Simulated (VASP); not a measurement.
# Ca3TlN (Pm-3m) in VASP: single point with LDA

Aim: the single point of Ca3TlN with LDA.

Everything below comes from runs of VASP 6.6.1. Logs are shortened: lines on timing, memory, paths and dates and some standing lists are left out, and cuts for length are marked.

## Step 1: The cell of the first run

Symmetry: Pm-3m, No. 221, cubic system. Conventional cell: a = 4.954 Å, b = 4.954 Å, c = 4.954 Å, α = 90.00°, β = 90.00°, γ = 90.00°. Within 3.3 Å of Ca (site symmetry 4/mmm) lie 2 N at 2.48 Å. Within 4.6 Å of Tl (site symmetry m-3m) lie 12 Ca at 3.50 Å and 8 N at 4.29 Å. Within 3.3 Å of N (site symmetry m-3m) lie 6 Ca at 2.48 Å.

## Step 2: Single point, LDA

The input, INCAR:

```
PREC = Accurate
ENCUT = 520
EDIFF = 1E-7
ISMEAR = -1
SIGMA = 0.05
LREAL = F
LASPH = T
NELM = 100
ALGO = Normal
ISIF = 2
LWAVE = F
LCHARG = F
GGA = CA
NBANDS = 32
```

The input, KPOINTS:

```
regular mesh
0
Gamma
  5 5 5
```

The input, POSCAR:

```
Ca3TlN
1.0
    4.9538240000      0.0000000000      0.0000000000
    0.0000000000      4.9538240000      0.0000000000
    0.0000000000      0.0000000000      4.9538240000
Ca Tl N
3 1 1
Direct
    0.5000000000      0.5000000000      0.0000000000
    0.5000000000      0.0000000000      0.5000000000
    0.0000000000      0.5000000000      0.5000000000
    0.0000000000      0.0000000000      0.0000000000
    0.5000000000      0.5000000000      0.5000000000
```

Potentials or basis: VASP PAW LDA potentials, release 64 (Ca_sv, Tl_d, N).

Run with:

```
$ cat potpaw_LDA.64/Ca_sv/POTCAR potpaw_LDA.64/Tl_d/POTCAR potpaw_LDA.64/N/POTCAR > POTCAR
$ mpirun -np 1 vasp_std > vasp.out
```

OUTCAR:

```text
PREC = Accurate
   ENCUT = 520
   EDIFF = 1E-7
   ISMEAR = -1
   LREAL = F
   LASPH = T
   NELM = 100
   ISIF = 2
   GGA = CA

 ion  position               nearest neighbor table
   1  0.500  0.500  0.000-   4 3.50   4 3.50   4 3.50   4 3.50
   2  0.500  0.000  0.500-   4 3.50   4 3.50   4 3.50   4 3.50
   3  0.000  0.500  0.500-   4 3.50   4 3.50   4 3.50   4 3.50
   4  0.000  0.000  0.000-   1 3.50   2 3.50   3 3.50   2 3.50   3 3.50   1 3.50   3 3.50   3 3.50
                             1 3.50   2 3.50   2 3.50   1 3.50
   5  0.500  0.500  0.500-

  LATTYP: Found a simple cubic cell.
 ALAT       =     4.9538240000

  Lattice vectors:

 A1 = (   4.9538240000,   0.0000000000,   0.0000000000)
 A2 = (   0.0000000000,   4.9538240000,   0.0000000000)
 A3 = (   0.0000000000,   0.0000000000,   4.9538240000)

Analysis of symmetry for initial positions (statically):
=====================================================================
 Subroutine PRICEL returns:
 Original cell was already a primitive cell.

 Routine SETGRP: Setting up the symmetry group for a
 simple cubic supercell.

 Subroutine GETGRP returns: Found 48 space group operations
 (whereof 48 operations were pure point group operations)
 out of a pool of 48 trial point group operations.

The static configuration has the point symmetry O_h .

Analysis of symmetry for dynamics (positions and initial velocities):
=====================================================================
 Subroutine PRICEL returns:
 Original cell was already a primitive cell.

 Routine SETGRP: Setting up the symmetry group for a
 simple cubic supercell.

 Subroutine GETGRP returns: Found 48 space group operations
 (whereof 48 operations were pure point group operations)
 out of a pool of 48 trial point group operations.

The dynamic configuration has the point symmetry O_h .

 Subroutine INISYM returns: Found 48 space group operations
 (whereof 48 operations are pure point group operations),
 and found     1 'primitive' translations

----------------------------------------------------------------------------------------

                                     Primitive cell

  volume of cell :     121.5687

  direct lattice vectors                    reciprocal lattice vectors
     4.953824000  0.000000000  0.000000000     0.201864257  0.000000000  0.000000000
     0.000000000  4.953824000  0.000000000     0.000000000  0.201864257  0.000000000
     0.000000000  0.000000000  4.953824000     0.000000000  0.000000000  0.201864257

  length of vectors
     4.953824000  4.953824000  4.953824000     0.201864257  0.201864257  0.201864257

  position of ions in fractional coordinates (direct lattice)
     0.500000000  0.500000000  0.000000000
     0.500000000  0.000000000  0.500000000
     0.000000000  0.500000000  0.500000000
     0.000000000  0.000000000  0.000000000
     0.500000000  0.500000000  0.500000000

  ion indices of the primitive-cell ions
   primitive index   ion index
                 1           1
                 2           2
                 3           3
                 4           4
                 5           5

----------------------------------------------------------------------------------------

 KPOINTS: regular mesh

Automatic generation of k-mesh.
 Grid dimensions read from file:
 generate k-points for:    5    5    5

 Generating k-lattice:

  Cartesian coordinates                     Fractional coordinates (reciprocal lattice)
     0.040372851  0.000000000  0.000000000     0.200000000  0.000000000  0.000000000
     0.000000000  0.040372851  0.000000000     0.000000000  0.200000000  0.000000000
     0.000000000  0.000000000  0.040372851     0.000000000  0.000000000  0.200000000

  Length of vectors
     0.040372851  0.040372851  0.040372851

  Shift w.r.t. Gamma in fractional coordinates (k-lattice)
     0.000000000  0.000000000  0.000000000

 Subroutine IBZKPT returns following result:
 ===========================================

 Found     10 irreducible k-points:

 Following reciprocal coordinates:
            Coordinates               Weight
  0.000000  0.000000  0.000000      1.000000
  0.200000  0.000000  0.000000      6.000000
  0.400000  0.000000  0.000000      6.000000
  0.200000  0.200000  0.000000     12.000000
  0.400000  0.200000  0.000000     24.000000
  0.400000  0.400000  0.000000     12.000000
  0.200000  0.200000  0.200000      8.000000
  0.400000  0.200000  0.200000     24.000000
  0.400000  0.400000  0.200000     24.000000
  0.400000  0.400000  0.400000      8.000000
   k-points           NKPTS =     10   k-points in BZ     NKDIM =     10   number of bands    NBANDS=     32
   number of dos      NEDOS =    301   number of ions     NIONS =      5
   total plane-waves  NPLWV =  64000
   dimension x,y,z NGX =    40 NGY =   40 NGZ =   40
   dimension x,y,z NGXF=    80 NGYF=   80 NGZF=   80
   ions per type =               3   1   1
   NGX,Y,Z   is equivalent  to a cutoff of  13.42, 13.42, 13.42 a.u.
   NGXF,Y,Z  is equivalent  to a cutoff of  26.85, 26.85, 26.85 a.u.
 SYSTEM =  unknown system
   PREC   = accura    normal or accurate (medium, high low for compatibility)
   ISTART =      0    job   : 0-new  1-cont  2-samecut
   ICHARG =      2    charge: 1-file 2-atom 10-const
   ISPIN  =      1    spin polarized calculation?
   LNONCOLLINEAR =      F non collinear calculations
   LSORBIT =      F    spin-orbit coupling
   LASPH  =      T    aspherical Exc in radial PAW
   ENCUT  =  520.0 eV  38.22 Ry    6.18 a.u.   9.21  9.21  9.21*2*pi/ulx,y,z
   NELM   =    100;   NELMIN=  2; NELMDL= -5     # of ELM steps
   EDIFF  = 0.1E-06   stopping-criterion for ELM
   LREAL  =      F    real-space projection
   EDIFFG = 0.1E-05   stopping-criterion for IOM
   NSW    =      0    number of steps for IOM
   IBRION =     -1    ionic relax: 0-MD 1-quasi-New 2-CG
   NFREE  =      0    steps in history (QN), initial steepest desc. (CG)
   ISIF   =      2    stress and relaxation
   ISYM   =      2    0-nonsym 1-usesym 2-fastsym
   POTIM  = 0.5000    time-step for ionic-motion
   TEBEG  =    0.0;   TEEND  =   0.0 temperature during run
   PSTRESS=    0.0 pullay stress
   NELECT =      48.0000    total number of electrons
   NUPDOWN=      -1.0000    fix difference up-down
   EMIN   =  10.00;   EMAX   =-10.00  energy-range for DOS
   EFERMI =   0.00;   METHOD = LEGACY
   ISMEAR =    -1;   SIGMA  =   0.05  broadening in eV -4-tet -1-fermi 0-gaus
   EFERMI_NEDOS =   21; number of points for ismear=-14 and -15
   IALGO  =     38    algorithm
   IMIX   =      4    mixing-type and parameters
     AMIX     =   0.40;   BMIX     =  1.00
     AMIX_MAG =   1.60;   BMIX_MAG =  1.00
  volume/ion in A,a.u.               =      24.31       164.08
  Fermi-wavevector in a.u.,A,eV,Ry     =   1.201014  2.269587 19.625509  1.442434
  Thomas-Fermi vector in A             =   2.336834
   LORBIT       =      0    0 simple, 1 ext, 2 COOP (PROOUT), +10 PAW based schemes
   GGA     = CA    functional components
   LHFCALC =     F    Hartree Fock is set to
   AEXX    =    0.0000 exact exchange contribution
   IVDW    =     0    specifies the selected vdW correction
   LEPSILON=     F    determine dielectric tensor
   LRPA    =     F    only Hartree local field effects (RPA)
 non-spin polarized calculation
  energy-cutoff  :      520.00
  volume of cell :      121.57
 maximum number of plane-waves:      3295
 NGX is ok and might be reduce to    40
   NGX = 19   NGY = 19   NGZ = 19

 number of electron      48.0000005 magnetization

 Free energy of the ion-electron system (eV)
  ---------------------------------------------------
  ext. energy  EPLUGINS =         0.00000000
  ---------------------------------------------------
  free energy    TOTEN  =       -22.42209008 eV

  energy without entropy =      -22.36823469  energy(sigma->0) =      -22.39516238

 E-fermi :   3.5290     XC(G=0):  -9.7267

 val. band max:        3.5214459232   @ k =   0.4000   0.4000   0.2000
 cond. band min:       3.5752421108   @ k =   0.2000   0.2000   0.2000
 fundamental gap:      0.0537961877
 Fermi energy:         3.5289687237

 k-point     1 :       0.0000    0.0000    0.0000
  band No.  band energies     occupation
      1     -36.3716      2.00000
      2     -36.3059      2.00000
      3     -36.3059      2.00000
      4     -17.8590      2.00000
      5     -17.8590      2.00000
      6     -17.8590      2.00000
[... 24 lines left out ...]
     31       6.3049      0.00000
     32       7.9442      0.00000

 k-point     2 :       0.2000    0.0000    0.0000
  band No.  band energies     occupation
      1     -36.3661      2.00000
      2     -36.3113      2.00000
      3     -36.3058      2.00000
      4     -17.8442      2.00000
      5     -17.8442      2.00000
      6     -17.8431      2.00000
[... 24 lines left out ...]
     31       7.4935      0.00000
     32       7.7158      0.00000

 k-point     3 :       0.4000    0.0000    0.0000
  band No.  band energies     occupation
      1     -36.3532      2.00000
      2     -36.3240      2.00000
      3     -36.3057      2.00000
      4     -17.8123      2.00000
      5     -17.8123      2.00000
      6     -17.8087      2.00000
[... 24 lines left out ...]
     31       7.4388      0.00000
     32       7.4388      0.00000

 k-point     4 :       0.2000    0.2000    0.0000
  band No.  band energies     occupation
      1     -36.3609      2.00000
      2     -36.3133      2.00000
      3     -36.3088      2.00000
      4     -17.8616      2.00000
      5     -17.8300      2.00000
      6     -17.8095      2.00000
[... 164 lines left out ...]
     31       7.2938      0.00000
     32       7.8732      0.00000

 k-point     9 :       0.4000    0.4000    0.2000
  band No.  band energies     occupation
      1     -36.3362      2.00000
      2     -36.3252      2.00000
      3     -36.3206      2.00000
      4     -17.8899      2.00000
      5     -17.8539      2.00000
      6     -17.8386      2.00000
[... 24 lines left out ...]
     31       7.4484      0.00000
     32       7.7101      0.00000

 k-point    10 :       0.4000    0.4000    0.4000
  band No.  band energies     occupation
      1     -36.3314      2.00000
      2     -36.3251      2.00000
      3     -36.3251      2.00000
      4     -17.9004      2.00000
      5     -17.8836      2.00000
      6     -17.8836      2.00000
[... 24 lines left out ...]
     31       7.1045      0.00000
     32       7.8105      0.00000

------------------------ aborting loop because EDIFF is reached ----------------------------------------

  FORCE on cell =-STRESS in cart. coord.  units (eV):
  Direction    XX          YY          ZZ          XY          YZ          ZX
  --------------------------------------------------------------------------------------
  -------------------------------------------------------------------------------------
  Total       -3.1687333     -3.1687333     -3.1687333      0.0000000      0.0000000     -0.0000000
  in kB      -41.7613519    -41.7613519    -41.7613519      0.0000000      0.0000000     -0.0000000
  external PRESSURE =     -41.7613519 kB  Pullay stress =       0.0000000 kB

 VOLUME and BASIS-vectors are now :
 -----------------------------------------------------------------------------
  energy-cutoff  :      520.00
  volume of cell :      121.57
      direct lattice vectors                 reciprocal lattice vectors
     4.953824000  0.000000000  0.000000000     0.201864257  0.000000000  0.000000000
     0.000000000  4.953824000  0.000000000     0.000000000  0.201864257  0.000000000
     0.000000000  0.000000000  4.953824000     0.000000000  0.000000000  0.201864257

 POSITION                                       TOTAL-FORCE (eV/Angst)
 -----------------------------------------------------------------------------------
      2.47691      2.47691      0.00000         0.000000      0.000000      0.000000
      2.47691      0.00000      2.47691         0.000000      0.000000      0.000000
      0.00000      2.47691      2.47691         0.000000      0.000000      0.000000
      0.00000      0.00000      0.00000         0.000000      0.000000      0.000000
      2.47691      2.47691      2.47691         0.000000      0.000000      0.000000
 -----------------------------------------------------------------------------------
    total drift:                               -0.000000      0.000000     -0.000000

  FREE ENERGIE OF THE ION-ELECTRON SYSTEM (eV)
  ---------------------------------------------------
  free  energy   TOTEN  =       -22.4220900810 eV

  energy  without entropy=      -22.3682346852  energy(sigma->0) =      -22.39516238
```

Wall time 48 s (1 thread of Intel Xeon 8259CL, shared host); peak memory 0.22 GiB.

What came out:

```yaml
Free_energy: -22.4221 eV
Pressure: -4.2 GPa
Band_gap_on_the_k_mesh: zero (bands 24 and 25 overlap by 1.42 eV)
```

Caveat: the cell stands under tension; spin-orbit coupling is left out, which moves the levels of the heavy elements.

The gap in the log of VASP goes by the Fermi energy; the results here count the filled bands.